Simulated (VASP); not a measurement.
# MoI3 (P6_3/mmc) in VASP: single point with PBE

Aim: the single point of MoI3 with PBE.

All numbers are computed with VASP 6.6.1; they aren't measurements. Logs are shortened: lines on timing, memory, paths and dates and some standing lists are left out, and cuts for length are marked.

## (1) The cell of the first run

Symmetry: P6_3/mmc, No. 194, hexagonal system. The conventional cell has a = 10.794 Å, b = 10.794 Å, c = 3.781 Å, α = 90.00°, β = 90.00°, γ = 120.00°. Mo (site symmetry -6m2) has 6 I at 2.85 Å and 2 Mo at 3.78 Å within 3.8 Å. I (site symmetry mm2) has 2 Mo at 2.85 Å and 4 I at 3.69 to 3.78 Å within 3.8 Å.

## (2) Single point, PBE, collinear spin

INCAR reads:

```
SYSTEM = MoI3
PREC = Accurate ; ENCUT = 520
EDIFF = 1E-7 ; ISMEAR = 0
SIGMA = 0.1 ; LREAL = .FALSE.
LASPH = .TRUE. ; NELM = 150
ALGO = Normal ; ISIF = 2
LWAVE = .FALSE. ; LCHARG = .FALSE.
ISPIN = 2 ; MAGMOM = 1 1 0 0 0 0 0 0
LORBIT = 11 ; LMAXMIX = 4
GGA = PE ; NBANDS = 49
```

KPOINTS reads:

```
Automatic mesh
0
G
  3 3 6
  0 0 0
```

POSCAR reads:

```
MoI3
1.0
   10.7943360120      0.0000000000      0.0000000000
   -5.3971680060      9.3481692033      0.0000000000
    0.0000000000      0.0000000000      3.7810978400
Mo I
2 6
Direct
    0.3333333300      0.6666666700      0.7500000000
    0.6666666700      0.3333333300      0.2500000000
    0.2193895800      0.4387791500      0.2500000000
    0.2193895800      0.7806104200      0.2500000000
    0.5612208500      0.7806104200      0.2500000000
    0.7806104200      0.5612208500      0.7500000000
    0.7806104200      0.2193895800      0.7500000000
    0.4387791500      0.2193895800      0.7500000000
```

Potentials or basis: VASP PAW PBE potentials, release 64 (Mo_sv, I).

Launch:

```bash
$ cat potpaw_PBE.64/Mo_sv/POTCAR potpaw_PBE.64/I/POTCAR > POTCAR
$ mpirun -np 1 vasp_std > vasp.out
```

OUTCAR:

```text
SYSTEM = MoI3
   PREC = Accurate
   ENCUT = 520
   EDIFF = 1E-7
   ISMEAR = 0
   LREAL = .FALSE.
   LASPH = .TRUE.
   NELM = 150
   ISIF = 2
   ISPIN = 2
   LORBIT = 11
   GGA = PE

 ion  position               nearest neighbor table
   1  0.333  0.667  0.750-   4 2.85   4 2.85   3 2.85   3 2.85   5 2.85   5 2.85
   2  0.667  0.333  0.250-   7 2.85   7 2.85   6 2.85   6 2.85   8 2.85   8 2.85
   3  0.219  0.439  0.250-   1 2.85   1 2.85
   4  0.219  0.781  0.250-   1 2.85   1 2.85
   5  0.561  0.781  0.250-   1 2.85   1 2.85
   6  0.781  0.561  0.750-   2 2.85   2 2.85
   7  0.781  0.219  0.750-   2 2.85   2 2.85
   8  0.439  0.219  0.750-   2 2.85   2 2.85

  LATTYP: Found a hexagonal cell.
 ALAT       =    10.7943360120
 C/A-ratio  =     0.3502853567

  Lattice vectors:

 A1 = (  10.7943360120,   0.0000000000,   0.0000000000)
 A2 = (  -5.3971680060,   9.3481692033,   0.0000000000)
 A3 = (   0.0000000000,   0.0000000000,   3.7810978400)

Analysis of symmetry for initial positions (statically):
=====================================================================
 Subroutine PRICEL returns:
 Original cell was already a primitive cell.

 Routine SETGRP: Setting up the symmetry group for a
 hexagonal supercell.

 Subroutine GETGRP returns: Found 24 space group operations
 (whereof 12 operations were pure point group operations)
 out of a pool of 24 trial point group operations.

The static configuration has the point symmetry D_3d.
 The point group associated with its full space group is D_6h.

Analysis of symmetry for dynamics (positions and initial velocities):
=====================================================================
 Subroutine PRICEL returns:
 Original cell was already a primitive cell.

 Routine SETGRP: Setting up the symmetry group for a
 hexagonal supercell.

 Subroutine GETGRP returns: Found 24 space group operations
 (whereof 12 operations were pure point group operations)
 out of a pool of 24 trial point group operations.

The dynamic configuration has the point symmetry D_3d.
 The point group associated with its full space group is D_6h.

Analysis of structural, dynamic, and magnetic symmetry:
=====================================================================
 Subroutine PRICEL returns:
 Original cell was already a primitive cell.

 Routine SETGRP: Setting up the symmetry group for a
 hexagonal supercell.

 Subroutine GETGRP returns: Found 24 space group operations
 (whereof 12 operations were pure point group operations)
 out of a pool of 24 trial point group operations.

The overall configuration has the point symmetry D_3d.
 The point group associated with its full space group is D_6h.

 Subroutine INISYM returns: Found 24 space group operations
 (whereof 12 operations are pure point group operations),
 and found     1 'primitive' translations

----------------------------------------------------------------------------------------

                                     Primitive cell

  volume of cell :     381.5403

  direct lattice vectors                    reciprocal lattice vectors
    10.794336012  0.000000000  0.000000000     0.092641178  0.053486409  0.000000000
    -5.397168006  9.348169203  0.000000000     0.000000000  0.106972818  0.000000000
     0.000000000  0.000000000  3.781097840     0.000000000  0.000000000  0.264473453

  length of vectors
    10.794336012 10.794336012  3.781097840     0.106972818  0.106972818  0.264473453

  position of ions in fractional coordinates (direct lattice)
     0.333333330  0.666666670  0.750000000
     0.666666670  0.333333330  0.250000000
     0.219389580  0.438779150  0.250000000
     0.219389580  0.780610420  0.250000000
     0.561220850  0.780610420  0.250000000
     0.780610420  0.561220850  0.750000000
     0.780610420  0.219389580  0.750000000
     0.438779150  0.219389580  0.750000000

  ion indices of the primitive-cell ions
   primitive index   ion index
                 1           1
                 2           2
                 3           3
                 4           4
                 5           5
                 6           6
                 7           7
[... 43 lines left out ...]
   number of dos      NEDOS =    301   number of ions     NIONS =      8
   total plane-waves  NPLWV = 179200
   dimension x,y,z NGX =    80 NGY =   80 NGZ =   28
   dimension x,y,z NGXF=   160 NGYF=  160 NGZF=   56
   ions per type =               2   6
   NGX,Y,Z   is equivalent  to a cutoff of  12.32, 12.32, 12.31 a.u.
   NGXF,Y,Z  is equivalent  to a cutoff of  24.64, 24.64, 24.62 a.u.
 SYSTEM =  MoI3
   PREC   = accura    normal or accurate (medium, high low for compatibility)
   ISTART =      0    job   : 0-new  1-cont  2-samecut
   ICHARG =      2    charge: 1-file 2-atom 10-const
   ISPIN  =      2    spin polarized calculation?
   LNONCOLLINEAR =      F non collinear calculations
   LSORBIT =      F    spin-orbit coupling
   LASPH  =      T    aspherical Exc in radial PAW
   ENCUT  =  520.0 eV  38.22 Ry    6.18 a.u.  20.07 20.07  7.03*2*pi/ulx,y,z
   NELM   =    150;   NELMIN=  2; NELMDL= -5     # of ELM steps
   EDIFF  = 0.1E-06   stopping-criterion for ELM
   LREAL  =      F    real-space projection
   EDIFFG = 0.1E-05   stopping-criterion for IOM
   NSW    =      0    number of steps for IOM
   IBRION =     -1    ionic relax: 0-MD 1-quasi-New 2-CG
   NFREE  =      0    steps in history (QN), initial steepest desc. (CG)
   ISIF   =      2    stress and relaxation
   ISYM   =      2    0-nonsym 1-usesym 2-fastsym
   POTIM  = 0.5000    time-step for ionic-motion
   TEBEG  =    0.0;   TEEND  =   0.0 temperature during run
   PSTRESS=    0.0 pullay stress
   NELECT =      70.0000    total number of electrons
   NUPDOWN=      -1.0000    fix difference up-down
   EMIN   =  10.00;   EMAX   =-10.00  energy-range for DOS
   EFERMI =   0.00;   METHOD = LEGACY
   ISMEAR =     0;   SIGMA  =   0.10  broadening in eV -4-tet -1-fermi 0-gaus
   EFERMI_NEDOS =   21; number of points for ismear=-14 and -15
   IALGO  =     38    algorithm
   IMIX   =      4    mixing-type and parameters
     AMIX     =   0.40;   BMIX     =  1.00
     AMIX_MAG =   1.60;   BMIX_MAG =  1.00
  volume/ion in A,a.u.               =      47.69       321.85
  Fermi-wavevector in a.u.,A,eV,Ry     =   0.930238  1.757895 11.773701  0.865343
  Thomas-Fermi vector in A             =   2.056605
   LORBIT       =     11    0 simple, 1 ext, 2 COOP (PROOUT), +10 PAW based schemes
   GGA     = PE    functional components
   LHFCALC =     F    Hartree Fock is set to
   AEXX    =    0.0000 exact exchange contribution
   IVDW    =     0    specifies the selected vdW correction
   LEPSILON=     F    determine dielectric tensor
   LRPA    =     F    only Hartree local field effects (RPA)
 spin polarized calculation
 Gauss-broadening in eV      SIGMA  =   0.10
  energy-cutoff  :      520.00
  volume of cell :      381.54
 maximum number of plane-waves:     10311
   NGX = 41   NGY = 41   NGZ = 15

 number of electron      70.0000001 magnetization       5.3686073

 Free energy of the ion-electron system (eV)
  ---------------------------------------------------
  ext. energy  EPLUGINS =         0.00000000
  ---------------------------------------------------
  free energy    TOTEN  =       -30.78015481 eV

  energy without entropy =      -30.76020431  energy(sigma->0) =      -30.77017956

 E-fermi :   2.3896     XC(G=0):  -7.0998

 val. band max:        2.3806100230   @ k =   0.3333   0.3333   0.1667
 cond. band min:       2.4223371628   @ k =   0.0000   0.0000   0.0000
 fundamental gap:      0.0417271397
 Fermi energy:         2.3895538193

 spin component 1

 k-point     1 :       0.0000    0.0000    0.0000
  band No.  band energies     occupation
      1     -59.6782      1.00000
      2     -59.6782      1.00000
      3     -33.8501      1.00000
      4     -33.8501      1.00000
      5     -33.8150      1.00000
      6     -33.8150      1.00000
[... 589 lines left out ...]
     46       6.8443      0.00000
     47       7.0350      0.00000
 Fermi energy:         2.3895538193

 spin component 2

 k-point     1 :       0.0000    0.0000    0.0000
  band No.  band energies     occupation
      1     -58.2215      1.00000
      2     -58.2215      1.00000
      3     -32.5239      1.00000
      4     -32.5239      1.00000
      5     -32.0659      1.00000
      6     -32.0659      1.00000
[... 589 lines left out ...]
     46       7.2050      0.00000
     47       7.4066      0.00000
 [bands above 47 left out]

------------------------ aborting loop because EDIFF is reached ----------------------------------------

  FORCE on cell =-STRESS in cart. coord.  units (eV):
  Direction    XX          YY          ZZ          XY          YZ          ZX
  --------------------------------------------------------------------------------------
  -------------------------------------------------------------------------------------
  Total       -0.5552185     -0.5552185     -2.7978521      0.0000000      0.0000000      0.0000000
  in kB       -2.3314928     -2.3314928    -11.7488382      0.0000000      0.0000000      0.0000000
  external PRESSURE =      -5.4706079 kB  Pullay stress =       0.0000000 kB

 VOLUME and BASIS-vectors are now :
 -----------------------------------------------------------------------------
  energy-cutoff  :      520.00
  volume of cell :      381.54
      direct lattice vectors                 reciprocal lattice vectors
    10.794336012  0.000000000  0.000000000     0.092641178  0.053486409  0.000000000
    -5.397168006  9.348169203  0.000000000     0.000000000  0.106972818  0.000000000
     0.000000000  0.000000000  3.781097840     0.000000000  0.000000000  0.264473453

 POSITION                                       TOTAL-FORCE (eV/Angst)
 -----------------------------------------------------------------------------------
     -0.00000      6.23211      2.83582        -0.000000     -0.000000      0.000000
      5.39717      3.11606      0.94527        -0.000000     -0.000000      0.000000
      0.00000      4.10178      0.94527        -0.000000      0.149277      0.000000
     -1.84492      7.29728      0.94527         0.129278     -0.074639      0.000000
      1.84492      7.29728      0.94527        -0.129278     -0.074639      0.000000
      5.39717      5.24639      2.83582        -0.000000     -0.149277     -0.000000
      7.24209      2.05089      2.83582        -0.129278      0.074639     -0.000000
      3.55225      2.05089      2.83582         0.129278      0.074639     -0.000000
 -----------------------------------------------------------------------------------
    total drift:                               -0.000036      0.000021      0.000000

  FREE ENERGIE OF THE ION-ELECTRON SYSTEM (eV)
  ---------------------------------------------------
  free  energy   TOTEN  =       -30.7801548054 eV

  energy  without entropy=      -30.7602043125  energy(sigma->0) =      -30.77017956

 total charge

# of ion       s       p       d       tot
------------------------------------------
    1        2.213   6.090   3.803  12.106
    2        2.213   6.090   3.803  12.106
    3        1.513   2.748   0.027   4.288
    4        1.513   2.748   0.027   4.288
    5        1.513   2.748   0.027   4.288
    6        1.513   2.748   0.027   4.288
    7        1.513   2.748   0.027   4.288
    8        1.513   2.748   0.027   4.288
--------------------------------------------------
tot         13.504  28.667   7.768  49.939

 magnetization (x)

# of ion       s       p       d       tot
------------------------------------------
    1        0.029   0.028   2.167   2.223
    2        0.029   0.028   2.167   2.223
    3        0.002  -0.009   0.007  -0.000
    4        0.002  -0.009   0.007  -0.000
    5        0.002  -0.009   0.007  -0.000
    6        0.002  -0.009   0.007  -0.000
    7        0.002  -0.009   0.007  -0.000
    8        0.002  -0.009   0.007  -0.000
--------------------------------------------------
tot          0.068   0.001   4.375   4.444
```

It took 12 min on 1 thread of Intel Xeon Platinum 8488C (Sapphire Rapids), shared host; peak memory 0.76 GiB.

Results:

```
Free energy                                           : -30.7802 eV
Pressure                                              : -0.5 GPa
Largest force                                         : 0.149 eV/Å
Net moment                                            : 5.37 μB per cell
Site moments                                          : Mo +2.22; I -0.00 μB
Valence electrons inside the program's atomic spheres : Mo 12.11; I 4.29
```

Forces in eV/Å, atoms in the order of the input:
```
Mo   0.000  0.000  0.000
Mo   0.000  0.000  0.000
I    0.000  0.149  0.000
I    0.129 -0.075  0.000
I   -0.129 -0.075  0.000
I    0.000 -0.149  0.000
I   -0.129  0.075  0.000
I    0.129  0.075  0.000
```

Stress tensor (GPa, compression positive):
```
-0.23  0.00  0.00
 0.00 -0.23  0.00
 0.00  0.00 -1.17
```

Levels at points of the mesh, in eV from the Fermi level:
Spin up:
| k point | band 36 | band 37 | band 38 | band 39 | band 40 | band 41 |
| --- | --- | --- | --- | --- | --- | --- |
| (0.00, 0.00, 0.00) | -0.37 | 0.03 | 0.03 | 0.99 | 0.99 | 1.09 |
| (0.00, 0.00, 0.50) | -0.89 | -0.80 | -0.80 | 1.48 | 1.48 | 1.48 |
Spin down:
```
           k point  band 29  band 30  band 31  band 32  band 33  band 34  band 35  band 36
(0.00, 0.00, 0.00)    -2.35    -1.77    -1.62    -1.38    -0.24    -0.06     1.19     1.19
(0.00, 0.00, 0.50)    -2.01    -2.01    -1.51    -1.51     0.82     0.82     0.82     0.82
```

Caveat: spin-orbit coupling is left out, which moves the levels of the heavy elements; this functional lacks dispersion, which binds layers or chains, so the pressure and a relaxed spacing across them are unreliable.
